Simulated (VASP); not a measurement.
# N (P-3m1) in VASP: further runs, part 2 of 2

VASP 6.6.1. Earlier steps stand in the parts before.

## 7. Single point, LDA

This run uses another cell than the first one, of 22.69 Å³/atom, 1.262 times its volume.

The input, INCAR:

```
SYSTEM = N
PREC = Accurate ; ENCUT = 520
EDIFF = 1E-6 ; ISMEAR = 0
SIGMA = 0.05 ; LREAL = .False.
LASPH = .True. ; NELM = 60
ALGO = Normal ; ISIF = 2
LWAVE = .False. ; LCHARG = .False.
GGA = CA ; NBANDS = 30
```

The input, KPOINTS:

```
regular mesh
0
Gamma
  7 7 2
  0 0 0
```

The input, POSCAR:

```
N
1.0
   -3.5269202438      0.0000000000      0.0000000000
   -1.7634601219     -3.0544025283      0.0000000000
    0.0000000000      0.0000000000     16.8505029787
N
8
Direct
    0.3333333333      0.3333333333      0.7412965349
    0.3333333333      0.3333333333      0.3362491902
    0.3333333333      0.3333333333      0.6763691717
    0.3333333333      0.3333333333      0.2713218270
    0.6666666667      0.6666666667      0.1337255178
    0.6666666667      0.6666666667      0.5387728626
    0.6666666667      0.6666666667      0.0687981546
    0.6666666667      0.6666666667      0.4738454993
```

Potentials or basis: VASP PAW LDA potentials, release 64 (N).

Command:

```
$ cat potpaw_LDA.64/N/POTCAR > POTCAR
$ mpirun -np 1 vasp_std > vasp.out
```

OUTCAR:

```text
SYSTEM = N
   PREC = Accurate
   ENCUT = 520
   EDIFF = 1E-6
   ISMEAR = 0
   LREAL = .False.
   LASPH = .True.
   NELM = 60
   ISIF = 2
   GGA = CA

 ion  position               nearest neighbor table
   1  0.333  0.333  0.741-   3 1.09
   2  0.333  0.333  0.336-   4 1.09
   3  0.333  0.333  0.676-   1 1.09
   4  0.333  0.333  0.271-   2 1.09
   5  0.667  0.667  0.134-   7 1.09
   6  0.667  0.667  0.539-   8 1.09
   7  0.667  0.667  0.069-   5 1.09
   8  0.667  0.667  0.474-   6 1.09

  LATTYP: Found a hexagonal cell.
 ALAT       =     3.5269202438
 C/A-ratio  =     4.7776818906

  Lattice vectors:

 A1 = (   1.7634601219,   3.0544025283,   0.0000000000)
 A2 = (  -3.5269202438,   0.0000000000,   0.0000000000)
 A3 = (   0.0000000000,   0.0000000000,  16.8505029787)

Analysis of symmetry for initial positions (statically):
=====================================================================
 Subroutine PRICEL returns:
 Original cell was already a primitive cell.
[... 180 lines left out ...]
 fundamental gap:      6.6247750873
 Fermi energy:        -6.1347699985

 k-point     1 :       0.0000    0.0000    0.0000
  band No.  band energies     occupation
      1     -25.2299      2.00000
      2     -25.2128      2.00000
      3     -25.1953      2.00000
      4     -25.1856      2.00000
      5     -10.8574      2.00000
      6     -10.5496      2.00000
[... 517 lines left out ...]
     29       6.1719      0.00000
     30       6.3070      0.00000

------------------------ aborting loop because EDIFF is reached ----------------------------------------

  FORCE on cell =-STRESS in cart. coord.  units (eV):
  Direction    XX          YY          ZZ          XY          YZ          ZX
  --------------------------------------------------------------------------------------
  -------------------------------------------------------------------------------------
  Total       -0.2083601     -0.2083601      6.5212973      0.0000000      0.0000000      0.0000000
  in kB       -1.8390364     -1.8390364     57.5585449      0.0000000      0.0000000      0.0000000
  external PRESSURE =      17.9601573 kB  Pullay stress =       0.0000000 kB

 VOLUME and BASIS-vectors are now :
 -----------------------------------------------------------------------------
  energy-cutoff  :      520.00
  volume of cell :      181.52
      direct lattice vectors                 reciprocal lattice vectors
    -3.526920244  0.000000000  0.000000000    -0.283533488  0.163698136  0.000000000
    -1.763460122 -3.054402528  0.000000000     0.000000000 -0.327396272  0.000000000
     0.000000000  0.000000000 16.850502979     0.000000000  0.000000000  0.059345410

 POSITION                                       TOTAL-FORCE (eV/Angst)
 -----------------------------------------------------------------------------------
     -1.76346     -1.01813     12.49122        -0.000000      0.000000      1.510786
     -1.76346     -1.01813      5.66597        -0.000000     -0.000000      1.532245
     -1.76346     -1.01813     11.39716        -0.000000     -0.000000     -1.511539
     -1.76346     -1.01813      4.57191        -0.000000     -0.000000     -1.533731
     -3.52692     -2.03627      2.25334         0.000000      0.000000      1.511539
     -3.52692     -2.03627      9.07859         0.000000      0.000000      1.533731
     -3.52692     -2.03627      1.15928         0.000000      0.000000     -1.510786
     -3.52692     -2.03627      7.98453         0.000000      0.000000     -1.532245
 -----------------------------------------------------------------------------------
    total drift:                                0.000000      0.000000      0.000053

  FREE ENERGIE OF THE ION-ELECTRON SYSTEM (eV)
  ---------------------------------------------------
  free  energy   TOTEN  =       -70.2833608266 eV

  energy  without entropy=      -70.2833608266  energy(sigma->0) =      -70.28336083
```

OSZICAR:

```text
N       E                     dE             d eps       ncg     rms          rms(c)
DAV:   1     0.265414226474E+03    0.26541E+03   -0.18569E+04   960   0.113E+03
DAV:   2    -0.475196923223E+02   -0.31293E+03   -0.30204E+03  1326   0.263E+02
DAV:   3    -0.739435474086E+02   -0.26424E+02   -0.26185E+02  1128   0.831E+01
DAV:   4    -0.742622234774E+02   -0.31868E+00   -0.31787E+00  1152   0.104E+01
DAV:   5    -0.742655880006E+02   -0.33645E-02   -0.33631E-02  1232   0.101E+00    0.161E+01
DAV:   6    -0.710554612156E+02    0.32101E+01   -0.44973E+00  1008   0.112E+01    0.910E+00
DAV:   7    -0.703166354387E+02    0.73883E+00   -0.29156E+00  1198   0.920E+00    0.225E+00
DAV:   8    -0.702836186187E+02    0.33017E-01   -0.27676E-01  1128   0.265E+00    0.421E-01
DAV:   9    -0.702833406037E+02    0.27802E-03   -0.67145E-03  1146   0.457E-01    0.210E-01
DAV:  10    -0.702833213580E+02    0.19246E-04   -0.38932E-04  1268   0.140E-01    0.707E-02
DAV:  11    -0.702832934638E+02    0.27894E-04   -0.32612E-04  1212   0.102E-01    0.213E-02
DAV:  12    -0.702833142750E+02   -0.20811E-04   -0.38693E-05  1234   0.364E-02    0.110E-02
DAV:  13    -0.702833367428E+02   -0.22468E-04   -0.39941E-06  1194   0.117E-02    0.620E-03
DAV:  14    -0.702833534700E+02   -0.16727E-04   -0.20171E-06  1086   0.585E-03    0.359E-03
DAV:  15    -0.702833602082E+02   -0.67382E-05   -0.18649E-06  1066   0.522E-03    0.993E-04
DAV:  16    -0.702833608266E+02   -0.61836E-06   -0.27008E-07   934   0.254E-03
   1 F= -.70283361E+02 E0= -.70283361E+02  d E =-.131752E-18
```

stdout:

```text
POSCAR found type information on POSCAR N
 POSCAR found :  1 types and       8 ions
 scaLAPACK will be used
 LDA part: xc-table for (Slater(with rela. corr.)+CA(PZ))
 , standard interpolation
 POSCAR, INCAR and KPOINTS ok, starting setup
 FFT: planning ... GRIDC
 FFT: planning ... GRID_SOFT
 FFT: planning ... GRID
 WAVECAR not read
 entering main loop
```

Wall time 48 s (1 thread of Intel Xeon 6975P-C (Granite Rapids), shared host); peak memory 0.26 GiB.

Results:

* Free energy: -70.2834 eV
* Pressure: 1.8 GPa
* Largest force: 1.534 eV/Å
* Band gap on the k mesh: 6.62 eV, indirect (least direct gap 6.79 eV)

Forces on the atoms (eV/Å):
```
N    0.000  0.000  1.511
N    0.000  0.000  1.532
N    0.000  0.000 -1.512
N    0.000  0.000 -1.534
N    0.000  0.000  1.512
N    0.000  0.000  1.534
N    0.000  0.000 -1.511
N    0.000  0.000 -1.532
```

Stress tensor (GPa, compression positive):
```
-0.18  0.00  0.00
 0.00 -0.18  0.00
 0.00  0.00  5.76
```

Caveat: the standard files for N, O and F lose accuracy on very short bonds; forces of over 1 eV/Å act on the atoms, so gaps and moduli don't describe the material at rest.

## 8. Overview

```csv
cell,gap on the mesh (eV),pressure (GPa),largest force (eV/Å)
"a = 3.527, b = 3.527, c = 13.351 Å, angles 90.0, 90.0, 60.0°, 8 atoms",6.17,2.5,1.57
"a = 3.527, b = 3.527, c = 13.951 Å, angles 90.0, 90.0, 60.0°, 8 atoms",6.46,2.1,1.56
"a = 3.527, b = 3.527, c = 14.351 Å, angles 90.0, 90.0, 60.0°, 8 atoms",6.54,2.1,1.55
"a = 3.527, b = 3.527, c = 14.851 Å, angles 90.0, 90.0, 60.0°, 8 atoms",6.58,2.0,1.53
"a = 3.527, b = 3.527, c = 15.651 Å, angles 90.0, 90.0, 60.0°, 8 atoms",6.61,1.9,1.53
"a = 3.527, b = 3.527, c = 16.851 Å, angles 90.0, 90.0, 60.0°, 8 atoms",6.62,1.8,1.53
```

Alike in all rows: task single point; level LDA; potentials or basis VASP PAW LDA potentials, release 64 (N); no spin polarisation; k mesh 7 × 7 × 2; cutoff (eV) 520; smearing gaussian 0.05 eV.

Caveats: the standard files for N, O and F lose accuracy on very short bonds; forces of over 1 eV/Å act on the atoms, so gaps and moduli don't describe the material at rest.

Absolute energies hang on the potentials; compare differences alone.
